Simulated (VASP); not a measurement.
# MgI2 (P-3m1) in VASP: notebook, part 2 of 2

VASP 6.6.1. Earlier steps stand in the parts before.

## (3) Single point, PBE-based screened hybrid with 15 % exact exchange

Contents of POSCAR:

```
MgI2
1.0
    4.1566377955      0.0000000000      0.0000000000
   -2.0783188977      3.5997539252      0.0000000000
    0.0000000000      0.0000000000      6.8756120274
Mg I
1 2
Direct
    0.0000000000      0.0000000000      0.0000000000
    0.3333333333      0.6666666667      0.2425739793
    0.6666666667      0.3333333333      0.7574260207
```

Contents of INCAR.step1:

```
PREC = Accurate ; ENCUT = 520
EDIFF = 1E-5 ; ISMEAR = 0
SIGMA = 0.01 ; LREAL = False
LASPH = True ; NELM = 100
ALGO = Normal ; ISIF = 2
LWAVE = True ; LCHARG = False
GGA = PE ; NBANDS = 15
```

Contents of INCAR.step2:

```
PREC = Accurate ; ENCUT = 520
EDIFF = 1E-6 ; ISMEAR = 0
SIGMA = 0.01 ; LREAL = False
LASPH = True ; NELM = 100
ALGO = Normal ; ISIF = 2
LWAVE = False ; LCHARG = False
GGA = PE ; LHFCALC = True
AEXX = 0.15 ; HFSCREEN = 0.1
PRECFOCK = Normal ; ISTART = 1
NBANDS = 15
```

Contents of KPOINTS:

```
Automatic mesh
0
Gamma
  6 6 2
```

Potentials or basis: VASP PAW PBE potentials, release 64 (Mg, I).

Command:

```sh
cat potpaw_PBE.64/Mg/POTCAR potpaw_PBE.64/I/POTCAR > POTCAR
cp INCAR.step1 INCAR
mpirun -np 1 vasp_std > vasp.out
cp INCAR.step2 INCAR
mpirun -np 1 vasp_std > vasp.out
```

OUTCAR:

```text
PREC = Accurate
   ENCUT = 520
   EDIFF = 1E-6
   ISMEAR = 0
   LREAL = False
   LASPH = True
   NELM = 100
   ISIF = 2
   GGA = PE
   LHFCALC = True
   AEXX = 0.15
   HFSCREEN = 0.1
   PRECFOCK = Normal
   ISTART = 1

 ion  position               nearest neighbor table
   1  0.000  0.000  0.000-   2 2.92   3 2.92   2 2.92   3 2.92   3 2.92   2 2.92
   2  0.333  0.667  0.243-   1 2.92   1 2.92   1 2.92
   3  0.667  0.333  0.757-   1 2.92   1 2.92   1 2.92

  LATTYP: Found a hexagonal cell.
 ALAT       =     4.1566377955
 C/A-ratio  =     1.6541282560

  Lattice vectors:

 A1 = (   4.1566377955,   0.0000000000,   0.0000000000)
 A2 = (  -2.0783188977,   3.5997539252,   0.0000000000)
 A3 = (   0.0000000000,   0.0000000000,   6.8756120274)

Analysis of symmetry for initial positions (statically):
=====================================================================
 Subroutine PRICEL returns:
 Original cell was already a primitive cell.

 Routine SETGRP: Setting up the symmetry group for a
 hexagonal supercell.

 Subroutine GETGRP returns: Found 12 space group operations
 (whereof 12 operations were pure point group operations)
 out of a pool of 24 trial point group operations.

The static configuration has the point symmetry D_3d.

Analysis of symmetry for dynamics (positions and initial velocities):
=====================================================================
 Subroutine PRICEL returns:
 Original cell was already a primitive cell.

 Routine SETGRP: Setting up the symmetry group for a
 hexagonal supercell.

 Subroutine GETGRP returns: Found 12 space group operations
 (whereof 12 operations were pure point group operations)
 out of a pool of 24 trial point group operations.

The dynamic configuration has the point symmetry D_3d.

 Subroutine INISYM returns: Found 12 space group operations
 (whereof 12 operations are pure point group operations),
 and found     1 'primitive' translations

----------------------------------------------------------------------------------------

                                     Primitive cell

  volume of cell :     102.8789

  direct lattice vectors                    reciprocal lattice vectors
     4.156637796  0.000000000  0.000000000     0.240579057  0.138898383  0.000000000
    -2.078318898  3.599753925  0.000000000     0.000000000  0.277796766  0.000000000
     0.000000000  0.000000000  6.875612027     0.000000000  0.000000000  0.145441598

  length of vectors
     4.156637796  4.156637795  6.875612027     0.277796766  0.277796766  0.145441598

  position of ions in fractional coordinates (direct lattice)
     0.000000000  0.000000000  0.000000000
     0.333333333  0.666666667  0.242573979
     0.666666667  0.333333333  0.757426021

  ion indices of the primitive-cell ions
   primitive index   ion index
                 1           1
                 2           2
                 3           3

----------------------------------------------------------------------------------------

 KPOINTS: Automatic mesh

Automatic generation of k-mesh.
 Grid dimensions read from file:
[... 44 lines left out ...]
 SYSTEM =  unknown system
   PREC   = accura    normal or accurate (medium, high low for compatibility)
   ISTART =      1    job   : 0-new  1-cont  2-samecut
   ICHARG =      0    charge: 1-file 2-atom 10-const
   ISPIN  =      1    spin polarized calculation?
   LNONCOLLINEAR =      F non collinear calculations
   LSORBIT =      F    spin-orbit coupling
   LASPH  =      T    aspherical Exc in radial PAW
   ENCUT  =  520.0 eV  38.22 Ry    6.18 a.u.   7.73  7.73 12.78*2*pi/ulx,y,z
   NELM   =    100;   NELMIN=  2; NELMDL=  0     # of ELM steps
   EDIFF  = 0.1E-05   stopping-criterion for ELM
   LREAL  =      F    real-space projection
   EDIFFG = 0.1E-04   stopping-criterion for IOM
   NSW    =      0    number of steps for IOM
   IBRION =     -1    ionic relax: 0-MD 1-quasi-New 2-CG
   NFREE  =      0    steps in history (QN), initial steepest desc. (CG)
   ISIF   =      2    stress and relaxation
   ISYM   =      3    0-nonsym 1-usesym 2-fastsym
   POTIM  = 0.5000    time-step for ionic-motion
   TEBEG  =    0.0;   TEEND  =   0.0 temperature during run
   PSTRESS=    0.0 pullay stress
   NELECT =      16.0000    total number of electrons
   NUPDOWN=      -1.0000    fix difference up-down
   EMIN   =  10.00;   EMAX   =-10.00  energy-range for DOS
   EFERMI =   0.00;   METHOD = LEGACY
   ISMEAR =     0;   SIGMA  =   0.01  broadening in eV -4-tet -1-fermi 0-gaus
   EFERMI_NEDOS =   21; number of points for ismear=-14 and -15
   IALGO  =     38    algorithm
   IMIX   =      1    mixing-type and parameters
     AMIX     =   0.40;   BMIX     =  1.00
     AMIX_MAG =   1.60;   BMIX_MAG =  1.00
  volume/ion in A,a.u.               =      34.29       231.42
  Fermi-wavevector in a.u.,A,eV,Ry     =   0.880385  1.663687 10.545576  0.775078
  Thomas-Fermi vector in A             =   2.000738
   LORBIT       =      0    0 simple, 1 ext, 2 COOP (PROOUT), +10 PAW based schemes
   GGA     = PE    functional components
   LHFCALC =     T    Hartree Fock is set to
   PRECFOCK=normal    Normal, Fast or Accurate (Low or Medium for compatibility)
   ENCUT4O =  -1.0   cutoff for four orbital integrals eV
   NKREDX  =     1    reduce k-point grid by
   NKREDY  =     1    reduce k-point grid by
   NKREDZ  =     1    reduce k-point grid by
   AEXX    =    0.1500 exact exchange contribution
   HFSCREEN=    0.1000 screening length (either q_TF or 0.3 A-1)
   HFSCREENC=   0.1000 screening length for correlation (either q_TF or 0.3 A-1)
   ENCUTFOCK=  -1.0 apply spherical cutoff to Coloumb kernel
   IVDW    =     0    specifies the selected vdW correction
   LEPSILON=     F    determine dielectric tensor
   LRPA    =     F    only Hartree local field effects (RPA)
 non-spin polarized calculation
 Gauss-broadening in eV      SIGMA  =   0.01
  energy-cutoff  :      520.00
  volume of cell :      102.88
 maximum number of plane-waves:      2802
 NGX is ok and might be reduce to    32
  NGX = 24; NGY = 24; NGZ = 40

 number of electron      16.0000001 magnetization

 Free energy of the ion-electron system (eV)
  ---------------------------------------------------
  ext. energy  EPLUGINS =         0.00000000
  ---------------------------------------------------
  free energy    TOTEN  =        -8.78431153 eV

  energy without entropy =       -8.78431153  energy(sigma->0) =       -8.78431153

 E-fermi :   1.8720     XC(G=0):  -7.2923

 val. band max:        1.7717033791   @ k =   0.0000   0.0000   0.0000
 cond. band min:       6.0645298048   @ k =   0.5000   0.0000   0.5000
 fundamental gap:      4.2928264258
 Fermi energy:         1.8720387320

 k-point     1 :       0.0000    0.0000    0.0000
  band No.  band energies     occupation
      1     -10.9580      2.00000
      2     -10.1959      2.00000
      3      -1.9573      2.00000
      4       1.3003      2.00000
      5       1.3003      2.00000
      6       1.7002      2.00000
      7       1.7002      2.00000
      8       1.7717      2.00000
      9       6.2321      0.00000
     10       7.3029      0.00000
     11       9.3153      0.00000
     12       9.3153      0.00000
     13      10.0924      0.00000
     14      10.7809      0.00000
[... 221 lines left out ...]
      2     -10.0081      2.00000
      3      -1.5536      2.00000
      4      -1.1430      2.00000
      5      -1.1430      2.00000
      6      -0.5534      2.00000
      7       1.1966      2.00000
      8       1.1966      2.00000
      9       7.3995      0.00000
     10       8.3394      0.00000
     11       8.3394      0.00000
     12       9.9447      0.00000
     13      10.9754      0.00000
     14      11.2314      0.00000
     15      11.4567      0.00000

------------------------ aborting loop because EDIFF is reached ----------------------------------------

  FORCE on cell =-STRESS in cart. coord.  units (eV):
  Direction    XX          YY          ZZ          XY          YZ          ZX
  --------------------------------------------------------------------------------------
  -------------------------------------------------------------------------------------
  Total        0.3206440      0.3206440      0.4310340      0.0000000      0.0000000      0.0000000
  in kB        4.9935259      4.9935259      6.7126772      0.0000000      0.0000000      0.0000000
  external PRESSURE =       5.5665763 kB  Pullay stress =       0.0000000 kB

 VOLUME and BASIS-vectors are now :
 -----------------------------------------------------------------------------
  energy-cutoff  :      520.00
  volume of cell :      102.88
      direct lattice vectors                 reciprocal lattice vectors
     4.156637796  0.000000000  0.000000000     0.240579057  0.138898383  0.000000000
    -2.078318898  3.599753925  0.000000000     0.000000000  0.277796766  0.000000000
     0.000000000  0.000000000  6.875612027     0.000000000  0.000000000  0.145441598

 POSITION                                       TOTAL-FORCE (eV/Angst)
 -----------------------------------------------------------------------------------
      0.00000      0.00000      0.00000        -0.000000      0.000000      0.000000
     -0.00000      2.39984      1.66784        -0.000000      0.000000     -0.080672
      2.07832      1.19992      5.20777         0.000000     -0.000000      0.080672
 -----------------------------------------------------------------------------------
    total drift:                                0.000000     -0.000000      0.000000

  FREE ENERGIE OF THE ION-ELECTRON SYSTEM (eV)
  ---------------------------------------------------
  free  energy   TOTEN  =        -8.7843115297 eV

  energy  without entropy=       -8.7843115297  energy(sigma->0) =       -8.78431153
```

Wall time 12 min (1 thread of Intel Xeon Platinum 8375C at 2.90GHz (Ice Lake), shared host); peak memory 0.36 GiB.

What came out:

| Property | Result |
| --- | --- |
| Free energy | -8.7843 eV |
| Pressure | 0.6 GPa |
| Largest force | 0.081 eV/Å |
| Band gap on the k mesh | 4.29 eV (least direct gap 4.46 eV) |

Forces in eV/Å, atoms in the order of the input:
```
Mg   0.000  0.000  0.000
I    0.000  0.000 -0.081
I    0.000  0.000  0.081
```

Stress tensor (GPa, compression positive):
```
0.50 0.00 0.00
0.00 0.50 0.00
0.00 0.00 0.67
```

Caveat: the k points lie up to 0.46 Å⁻¹ apart; the PAW data sets were made with another functional, which shifts forces and pressure a little; spin-orbit coupling is left out, which moves the levels of the heavy elements. A k mesh can miss the band edges.
